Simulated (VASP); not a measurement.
# BiAu (Fm-3m) in VASP: further runs

Runs on BiAu. Level: r2SCAN. Tasks: single point.

All numbers are computed with VASP 6.6.1; they aren't measurements. Logs are shortened: lines on timing, memory, paths and dates and some standing lists are left out, and cuts for length are marked.

### 1 The cell of the first run

The structure is cubic, space group Fm-3m (No. 225). The conventional cell has a = 5.802 Å, b = 5.802 Å, c = 5.802 Å, α = 90.00°, β = 90.00°, γ = 90.00°. Within 3.8 Å of Au (site symmetry m-3m) lie 6 Bi at 2.90 Å. Within 3.8 Å of Bi (site symmetry m-3m) lie 6 Au at 2.90 Å.

### 2 Single point, r2SCAN (24.41 Å³/atom)

POSCAR

```
BiAu
1.0
    0.0000000000      2.9010198602      2.9010198602
    2.9010198602      0.0000000000      2.9010198602
    2.9010198602      2.9010198602      0.0000000000
Au Bi
1 1
Direct
    0.5000000000      0.5000000000      0.5000000000
    0.0000000000      0.0000000000      0.0000000000
```

INCAR.step1

```
  ALGO = Normal
  EDIFF = 1E-4
  ENCUT = 520
  GGA = PE
  ISMEAR = 0
  LASPH = T
  LCHARG = F
  LREAL = F
  LWAVE = T
  NBANDS = 20
  NELM = 100
  PREC = Accurate
  SIGMA = 0.05
```

INCAR.step2

```
  ALGO = Normal
  EDIFF = 1E-6
  ENCUT = 520
  ISIF = 2
  ISMEAR = 0
  ISTART = 1
  LASPH = T
  LCHARG = F
  LMIXTAU = T
  LREAL = F
  LWAVE = F
  METAGGA = R2SCAN
  NBANDS = 20
  NELM = 100
  PREC = Accurate
  SIGMA = 0.05
```

KPOINTS

```
k-points
0
Gamma
  10 10 10
```

Potentials or basis: VASP PAW PBE potentials, release 64 (Au, Bi_d).

Command:

```bash
$ cat potpaw_PBE.64/Au/POTCAR potpaw_PBE.64/Bi_d/POTCAR > POTCAR
$ cp INCAR.step1 INCAR
$ mpirun -np 1 vasp_std > vasp.out
$ cp INCAR.step2 INCAR
$ mpirun -np 1 vasp_std > vasp.out
```

OUTCAR:

```text
EDIFF = 1E-6
   ENCUT = 520
   ISIF = 2
   ISMEAR = 0
   ISTART = 1
   LASPH = T
   LREAL = F
   METAGGA = R2SCAN
   NELM = 100
   PREC = Accurate

 ion  position               nearest neighbor table
   1  0.500  0.500  0.500-   2 2.90   2 2.90   2 2.90   2 2.90   2 2.90   2 2.90
   2  0.000  0.000  0.000-   1 2.90   1 2.90   1 2.90   1 2.90   1 2.90   1 2.90

  LATTYP: Found a face centered cubic cell.
 ALAT       =     5.8020397204

  Lattice vectors:

 A1 = (   0.0000000000,   2.9010198602,   2.9010198602)
 A2 = (   2.9010198602,   0.0000000000,   2.9010198602)
 A3 = (   2.9010198602,   2.9010198602,   0.0000000000)

Analysis of symmetry for initial positions (statically):
=====================================================================
 Subroutine PRICEL returns:
 Original cell was already a primitive cell.

 Routine SETGRP: Setting up the symmetry group for a
 face centered cubic supercell.

 Subroutine GETGRP returns: Found 48 space group operations
 (whereof 48 operations were pure point group operations)
 out of a pool of 48 trial point group operations.

The static configuration has the point symmetry O_h .

Analysis of symmetry for dynamics (positions and initial velocities):
=====================================================================
 Subroutine PRICEL returns:
 Original cell was already a primitive cell.

 Routine SETGRP: Setting up the symmetry group for a
 face centered cubic supercell.

 Subroutine GETGRP returns: Found 48 space group operations
 (whereof 48 operations were pure point group operations)
 out of a pool of 48 trial point group operations.

The dynamic configuration has the point symmetry O_h .

 Subroutine INISYM returns: Found 48 space group operations
 (whereof 48 operations are pure point group operations),
 and found     1 'primitive' translations

----------------------------------------------------------------------------------------

                                     Primitive cell

  volume of cell :      48.8295

  direct lattice vectors                    reciprocal lattice vectors
     0.000000000  2.901019860  2.901019860    -0.172353181  0.172353181  0.172353181
     2.901019860  0.000000000  2.901019860     0.172353181 -0.172353181  0.172353181
     2.901019860  2.901019860  0.000000000     0.172353181  0.172353181 -0.172353181

  length of vectors
     4.102661631  4.102661631  4.102661631     0.298524466  0.298524466  0.298524466

  position of ions in fractional coordinates (direct lattice)
     0.500000000  0.500000000  0.500000000
     0.000000000  0.000000000  0.000000000

  ion indices of the primitive-cell ions
   primitive index   ion index
                 1           1
                 2           2

----------------------------------------------------------------------------------------

 KPOINTS: k-points

Automatic generation of k-mesh.
 Grid dimensions read from file:
 generate k-points for:   10   10   10

 Generating k-lattice:

  Cartesian coordinates                     Fractional coordinates (reciprocal lattice)
    -0.017235318  0.017235318  0.017235318     0.100000000  0.000000000  0.000000000
     0.017235318 -0.017235318  0.017235318     0.000000000  0.100000000  0.000000000
     0.017235318  0.017235318 -0.017235318     0.000000000  0.000000000  0.100000000

  Length of vectors
     0.029852447  0.029852447  0.029852447

  Shift w.r.t. Gamma in fractional coordinates (k-lattice)
     0.000000000  0.000000000  0.000000000

 Subroutine IBZKPT returns following result:
 ===========================================

 Found     47 irreducible k-points:

 Following reciprocal coordinates:
            Coordinates               Weight
  0.000000  0.000000  0.000000      1.000000
  0.100000  0.000000  0.000000      8.000000
  0.200000  0.000000  0.000000      8.000000
  0.300000  0.000000  0.000000      8.000000
  0.400000  0.000000  0.000000      8.000000
  0.500000  0.000000  0.000000      4.000000
[... 16 lines left out ...]
  0.300000  0.300000  0.000000      6.000000
  0.400000  0.300000  0.000000     24.000000
 [... further k-points ...]
   k-points           NKPTS =     47   k-points in BZ     NKDIM =     47   number of bands    NBANDS=     20
   number of dos      NEDOS =    301   number of ions     NIONS =      2
   total plane-waves  NPLWV =  32768
   dimension x,y,z NGX =    32 NGY =   32 NGZ =   32
   dimension x,y,z NGXF=    64 NGYF=   64 NGZF=   64
   ions per type =               1   1
   NGX,Y,Z   is equivalent  to a cutoff of  12.97, 12.97, 12.97 a.u.
   NGXF,Y,Z  is equivalent  to a cutoff of  25.93, 25.93, 25.93 a.u.
 SYSTEM =  unknown system
   PREC   = accura    normal or accurate (medium, high low for compatibility)
   ISTART =      1    job   : 0-new  1-cont  2-samecut
   ICHARG =      0    charge: 1-file 2-atom 10-const
   ISPIN  =      1    spin polarized calculation?
   LNONCOLLINEAR =      F non collinear calculations
   LSORBIT =      F    spin-orbit coupling
   LASPH  =      T    aspherical Exc in radial PAW
   ENCUT  =  520.0 eV  38.22 Ry    6.18 a.u.   7.63  7.63  7.63*2*pi/ulx,y,z
   NELM   =    100;   NELMIN=  2; NELMDL=  0     # of ELM steps
   EDIFF  = 0.1E-05   stopping-criterion for ELM
   LREAL  =      F    real-space projection
   EDIFFG = 0.1E-04   stopping-criterion for IOM
   NSW    =      0    number of steps for IOM
   IBRION =     -1    ionic relax: 0-MD 1-quasi-New 2-CG
   NFREE  =      0    steps in history (QN), initial steepest desc. (CG)
   ISIF   =      2    stress and relaxation
   ISYM   =      2    0-nonsym 1-usesym 2-fastsym
   POTIM  = 0.5000    time-step for ionic-motion
   TEBEG  =    0.0;   TEEND  =   0.0 temperature during run
   PSTRESS=    0.0 pullay stress
   NELECT =      26.0000    total number of electrons
   NUPDOWN=      -1.0000    fix difference up-down
   EMIN   =  10.00;   EMAX   =-10.00  energy-range for DOS
   EFERMI =   0.00;   METHOD = LEGACY
   ISMEAR =     0;   SIGMA  =   0.05  broadening in eV -4-tet -1-fermi 0-gaus
   EFERMI_NEDOS =   21; number of points for ismear=-14 and -15
   IALGO  =     38    algorithm
   IMIX   =      4    mixing-type and parameters
     AMIX     =   0.40;   BMIX     =  1.00
     AMIX_MAG =   1.60;   BMIX_MAG =  1.00
  volume/ion in A,a.u.               =      24.41       164.76
  Fermi-wavevector in a.u.,A,eV,Ry     =   1.326901  2.507480 23.955325  1.760667
  Thomas-Fermi vector in A             =   2.456253
   LORBIT       =      0    0 simple, 1 ext, 2 COOP (PROOUT), +10 PAW based schemes
   METAGGA = R2SCAN    functional components
   LHFCALC =     F    Hartree Fock is set to
   AEXX    =    0.0000 exact exchange contribution
   IVDW    =     0    specifies the selected vdW correction
   LEPSILON=     F    determine dielectric tensor
   LRPA    =     F    only Hartree local field effects (RPA)
 non-spin polarized calculation
 Gauss-broadening in eV      SIGMA  =   0.05
  energy-cutoff  :      520.00
  volume of cell :       48.83
 maximum number of plane-waves:      1363
   NGX = 15   NGY = 15   NGZ = 15

 number of electron      25.9999995 magnetization

 Free energy of the ion-electron system (eV)
  ---------------------------------------------------
  ext. energy  EPLUGINS =         0.00000000
  ---------------------------------------------------
  free energy    TOTEN  =      -109.02793481 eV

  energy without entropy =     -109.02642524  energy(sigma->0) =     -109.02718002

 E-fermi :   8.1960     XC(G=0): -11.8046

 val. band max:        8.1833053073   @ k =   0.3000   0.2000   0.1000
 cond. band min:       8.2059437780   @ k =   0.5000   0.2000   0.0000
 fundamental gap:      0.0226384706
 Fermi energy:         8.1960172308

 k-point     1 :       0.0000    0.0000    0.0000
  band No.  band energies     occupation
      1     -15.5348      2.00000
      2     -15.5348      2.00000
      3     -15.4957      2.00000
      4     -15.4957      2.00000
      5     -15.4957      2.00000
      6      -5.2164      2.00000
[... 12 lines left out ...]
     19      17.4607      0.00000
     20      18.3871      0.00000

 k-point     2 :       0.1000    0.0000    0.0000
  band No.  band energies     occupation
      1     -15.5328      2.00000
      2     -15.5328      2.00000
      3     -15.4946      2.00000
      4     -15.4932      2.00000
      5     -15.4932      2.00000
      6      -5.0908      2.00000
[... 12 lines left out ...]
     19      16.9292      0.00000
     20      18.6447      0.00000

 k-point     3 :       0.2000    0.0000    0.0000
  band No.  band energies     occupation
      1     -15.5284      2.00000
      2     -15.5284      2.00000
      3     -15.4920      2.00000
      4     -15.4863      2.00000
      5     -15.4863      2.00000
      6      -4.7269      2.00000
[... 12 lines left out ...]
     19      16.5948      0.00000
     20      19.1858      0.00000

 k-point     4 :       0.3000    0.0000    0.0000
  band No.  band energies     occupation
      1     -15.5239      2.00000
      2     -15.5239      2.00000
      3     -15.4888      2.00000
      4     -15.4769      2.00000
      5     -15.4769      2.00000
      6      -4.1762      2.00000
[... 12 lines left out ...]
     19      17.6904      0.00000
     20      20.0145      0.00000

 k-point     5 :       0.4000    0.0000    0.0000
  band No.  band energies     occupation
      1     -15.5209      2.00000
      2     -15.5209      2.00000
      3     -15.4862      2.00000
      4     -15.4686      2.00000
      5     -15.4686      2.00000
      6      -3.5827      2.00000
[... 12 lines left out ...]
     19      19.6699      0.00000
     20      21.1537      0.00000

 k-point     6 :       0.5000    0.0000    0.0000
  band No.  band energies     occupation
      1     -15.5198      2.00000
      2     -15.5198      2.00000
      3     -15.4852      2.00000
      4     -15.4653      2.00000
      5     -15.4653      2.00000
      6      -3.2888      2.00000
[... 12 lines left out ...]
     19      21.3824      0.00000
     20      22.2048      0.00000

 k-point     7 :       0.1000    0.1000    0.0000
  band No.  band energies     occupation
      1     -15.5329      2.00000
      2     -15.5319      2.00000
      3     -15.4972      2.00000
      4     -15.4911      2.00000
      5     -15.4911      2.00000
      6      -5.0512      2.00000
[... 12 lines left out ...]
     19      17.2313      0.00000
     20      19.0630      0.00000
[... 277 lines left out ...]
 k-point    20 :      -0.4000    0.2000    0.0000
  band No.  band energies     occupation
      1     -15.5295      2.00000
      2     -15.5145      2.00000
      3     -15.4810      2.00000
      4     -15.4707      2.00000
      5     -15.4644      2.00000
      6      -3.2892      2.00000
[... 12 lines left out ...]
     19      19.5315      0.00000
     20      20.4539      0.00000

 k-point    21 :      -0.3000    0.2000    0.0000
  band No.  band energies     occupation
      1     -15.5293      2.00000
      2     -15.5147      2.00000
      3     -15.4818      2.00000
      4     -15.4716      2.00000
      5     -15.4712      2.00000
      6      -3.5768      2.00000
[... 12 lines left out ...]
     19      19.3797      0.00000
     20      19.9349      0.00000

 k-point    22 :      -0.2000    0.2000    0.0000
  band No.  band energies     occupation
      1     -15.5289      2.00000
      2     -15.5182      2.00000
      3     -15.4874      2.00000
      4     -15.4790      2.00000
      5     -15.4731      2.00000
      6      -4.0448      2.00000
[... 12 lines left out ...]
     19      18.8532      0.00000
     20      19.4864      0.00000

 k-point    23 :       0.3000    0.3000    0.0000
  band No.  band energies     occupation
      1     -15.5338      2.00000
      2     -15.5220      2.00000
      3     -15.5062      2.00000
      4     -15.4658      2.00000
      5     -15.4658      2.00000
      6      -4.0440      2.00000
[... 12 lines left out ...]
     19      18.9159      0.00000
     20      21.9012      0.00000

 k-point    24 :       0.4000    0.3000    0.0000
  band No.  band energies     occupation
      1     -15.5375      2.00000
      2     -15.5188      2.00000
      3     -15.5055      2.00000
      4     -15.4610      2.00000
      5     -15.4599      2.00000
      6      -3.7458      2.00000
[... 12 lines left out ...]
     19      20.6866      0.00000
     20      21.9538      0.00000

 [... further k-points ...]
[... 5 lines left out ...]
  --------------------------------------------------------------------------------------
  -------------------------------------------------------------------------------------
  Total        1.1373442      1.1373442      1.1373442      0.0000000     -0.0000000     -0.0000000
  in kB       37.3181764     37.3181764     37.3181764      0.0000000     -0.0000000     -0.0000000
  external PRESSURE =      37.3181764 kB  Pullay stress =       0.0000000 kB

 VOLUME and BASIS-vectors are now :
 -----------------------------------------------------------------------------
  energy-cutoff  :      520.00
  volume of cell :       48.83
      direct lattice vectors                 reciprocal lattice vectors
     0.000000000  2.901019860  2.901019860    -0.172353181  0.172353181  0.172353181
     2.901019860  0.000000000  2.901019860     0.172353181 -0.172353181  0.172353181
     2.901019860  2.901019860  0.000000000     0.172353181  0.172353181 -0.172353181

 POSITION                                       TOTAL-FORCE (eV/Angst)
 -----------------------------------------------------------------------------------
      2.90102      2.90102      2.90102         0.000000     -0.000000     -0.000000
      0.00000      0.00000      0.00000        -0.000000      0.000000      0.000000
 -----------------------------------------------------------------------------------
    total drift:                                0.000000     -0.000000     -0.000000

  FREE ENERGIE OF THE ION-ELECTRON SYSTEM (eV)
  ---------------------------------------------------
  free  energy   TOTEN  =      -109.0279348090 eV

  energy  without entropy=     -109.0264252384  energy(sigma->0) =     -109.02718002
```

It took 2.7 min on 1 thread of Intel Xeon 8259CL, shared host; peak memory 0.22 GiB.

Results:

```yaml
Free_energy: -109.0279 eV
Pressure: 3.7 GPa
Band_gap_on_the_k_mesh: zero (bands 13 and 14 overlap by 5.64 eV)
```

Caveat: the cell stands under pressure; the PAW data sets were made with another functional, which shifts forces and pressure a little; spin-orbit coupling is left out, which moves the levels of the heavy elements.

### 3 Single point, r2SCAN (24.92 Å³/atom)

This run uses another cell than the first one, of 24.92 Å³/atom.

POSCAR

```
BiAu
1.0
    0.0000000000      2.9210275260      2.9210275260
    2.9210275260      0.0000000000      2.9210275260
    2.9210275260      2.9210275260      0.0000000000
Au Bi
1 1
Direct
    0.5000000000      0.5000000000      0.5000000000
    0.0000000000      0.0000000000      0.0000000000
```

INCAR.step1

```
PREC = Accurate
ENCUT = 520
ISMEAR = 0
SIGMA = 0.05
LREAL = F
LASPH = T
NELM = 80
NBANDS = 20
GGA = PE
ALGO = Normal
EDIFF = 1E-4
LWAVE = T
LCHARG = F
```

INCAR.step2

```
PREC = Accurate
ENCUT = 520
EDIFF = 1E-6
ISMEAR = 0
SIGMA = 0.05
LREAL = F
LASPH = T
NELM = 80
ALGO = Normal
ISIF = 2
LWAVE = F
LCHARG = F
METAGGA = R2SCAN
LMIXTAU = T
NBANDS = 20
ISTART = 1
```

KPOINTS

```
Automatic mesh
0
Gamma
  10 10 10
```

Potentials or basis: VASP PAW PBE potentials, release 64 (Au, Bi_d).

Command:

```bash
$ cat potpaw_PBE.64/Au/POTCAR potpaw_PBE.64/Bi_d/POTCAR > POTCAR
$ cp INCAR.step1 INCAR
$ mpirun -np 1 vasp_std > vasp.out
$ cp INCAR.step2 INCAR
$ mpirun -np 1 vasp_std > vasp.out
```

Run time: 3.1 min. Hardware: 1 thread of Intel Xeon 8259CL, shared host; peak memory 0.21 GiB.

The run converged. Its results:

```
Free energy            : -109.0458 eV
Pressure               : 1.8 GPa
Band gap on the k mesh : zero (bands 13 and 14 overlap by 5.48 eV)
```

Levels at points of the mesh, in eV from the Fermi level:
| k point | band 11 | band 12 | band 13 | band 14 | band 15 | band 16 |
| --- | --- | --- | --- | --- | --- | --- |
| (0.00, 0.00, 0.00) | -4.71 | 1.00 | 1.00 | 1.00 | 1.34 | 7.96 |
| (0.50, 0.00, 0.00) | -4.44 | -3.97 | 3.17 | 3.17 | 3.65 | 5.35 |
| (0.50, 0.50, 0.00) | -4.26 | -3.44 | -1.56 | -1.56 | -1.31 | 6.46 |

Caveat: the PAW data sets were made with another functional, which shifts forces and pressure a little; spin-orbit coupling is left out, which moves the levels of the heavy elements.

(Continued in part 2 of 2.)

The gap in the log of VASP goes by the Fermi energy; the results here count the filled bands.